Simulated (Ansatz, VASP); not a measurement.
Two plane-wave programs on SiNi2

File INCAR:

```
SYSTEM = SiNi2
ALGO = Fast
EDIFF = 1E-7
ENCUT = 520
GGA = PE
ISIF = 2
ISMEAR = -1
ISPIN = 2
LASPH = .TRUE.
LCHARG = .TRUE.
LDAU = .TRUE.
LDAUJ = 0 0
LDAUL = 2 -1
LDAUPRINT = 1
LDAUTYPE = 2
LDAUU = 5 0
LELF = .TRUE.
LMAXMIX = 4
LORBIT = 11
LREAL = .FALSE.
LVHAR = .TRUE.
LWAVE = .FALSE.
MAGMOM = 1 -1 1 -1 1 -1 1 -1 0 0 0 0
NBANDS = 64
NELM = 150
PREC = Accurate
SIGMA = 0.05
```

File KPOINTS:

```
k-points
0
G
  4 6 3
  0 0 0
```

File POSCAR:

```
SiNi2
1.0
    4.9900000000      0.0000000000      0.0000000000
    0.0000000000      3.7200000000      0.0000000000
    0.0000000000      0.0000000000      7.0300000000
Ni Si
8 4
Direct
    0.3250000000      0.7500000000      0.9370000000
    0.6750000000      0.2500000000      0.0630000000
    0.1750000000      0.2500000000      0.4370000000
    0.8250000000      0.7500000000      0.5630000000
    0.4580000000      0.7500000000      0.2970000000
    0.5420000000      0.2500000000      0.7030000000
    0.0420000000      0.2500000000      0.7970000000
    0.9580000000      0.7500000000      0.2030000000
    0.7860000000      0.7500000000      0.8860000000
    0.2140000000      0.2500000000      0.1140000000
    0.7140000000      0.2500000000      0.3860000000
    0.2860000000      0.7500000000      0.6140000000
```

File input.yaml:

```yaml
crystal:
  lattice:
    - [4.99, 0.0, 0.0]
    - [0.0, 3.72, 0.0]
    - [0.0, 0.0, 7.03]
  atoms:
    - { symbol: Ni, position: [0.325, 0.75, 0.937], spin: 1.0 }
    - { symbol: Ni, position: [0.675, 0.25, 0.063], spin: -1.0 }
    - { symbol: Ni, position: [0.175, 0.25, 0.437], spin: 1.0 }
    - { symbol: Ni, position: [0.825, 0.75, 0.563], spin: -1.0 }
    - { symbol: Ni, position: [0.458, 0.75, 0.297], spin: 1.0 }
    - { symbol: Ni, position: [0.542, 0.25, 0.703], spin: -1.0 }
    - { symbol: Ni, position: [0.042, 0.25, 0.797], spin: 1.0 }
    - { symbol: Ni, position: [0.958, 0.75, 0.203], spin: -1.0 }
    - { symbol: Si, position: [0.786, 0.75, 0.886] }
    - { symbol: Si, position: [0.214, 0.25, 0.114] }
    - { symbol: Si, position: [0.714, 0.25, 0.386] }
    - { symbol: Si, position: [0.286, 0.75, 0.614] }
hamiltonian:
  xc: pbe
  pseudopotentials: { kind: paw }
  hubbard: { sites: [{ species: Ni, l: d, u_eff: 5.0 }] }
magnetization:
  spin_polarized: true
kpoints:
  mp_grid: { grid: [4, 6, 3] }
scf:
  occupations: { method: fermi_dirac, width: 0.05 }
output:
  forces: true
  stress: true
  eigenvalues: true
```

Alike in both runs: task single point; functional PBE; k mesh 4 × 6 × 3; occupations fermi-dirac, width 0.05 eV; collinear spin; Hubbard terms Ni d U = 5.0 eV.

|  | VASP | Ansatz |
| --- | --- | --- |
| version | VASP 6.6.1 | Ansatz 0.2.0 |
| potentials or method | VASP PAW PBE potentials, release 64 (Ni, Si) | Ansatz PAW |
| plane-wave cutoff (eV) | 520 | 420 |
| valence electrons in the cell | 96 | 160 |

VASP gave:

```
gap on the k mesh at the Fermi level (eV)                     : none
pressure (GPa)                                                : -8.4
traceless stress, the component that is largest in VASP (GPa) : 0.77
rms of the force components (eV/Å)                            : 0.102
net moment per atom (μB)                                      : 0.00
```

Task: Which values does Ansatz return?

Result: gap on the k mesh at the Fermi level (eV): none; pressure (GPa): 1.5; traceless stress, the component that is largest in VASP (GPa): 0.96; rms of the force components (eV/Å): 0.125; net moment per atom (μB): 0.00.

The programs project onto different local orbitals, so the same U acts differently, and such runs can settle in different states. Atom by atom the forces differ by 0.039 eV/Å (rms over components). A gap of «none» marks a metal or a gap that the smearing closes. VASP's potentials hold 96 valence electrons a cell and Ansatz's 160, so a difference there can come from the potentials and not from the codes.

Noted on Ansatz's run: the magnetic or orbital state may not be the lowest.
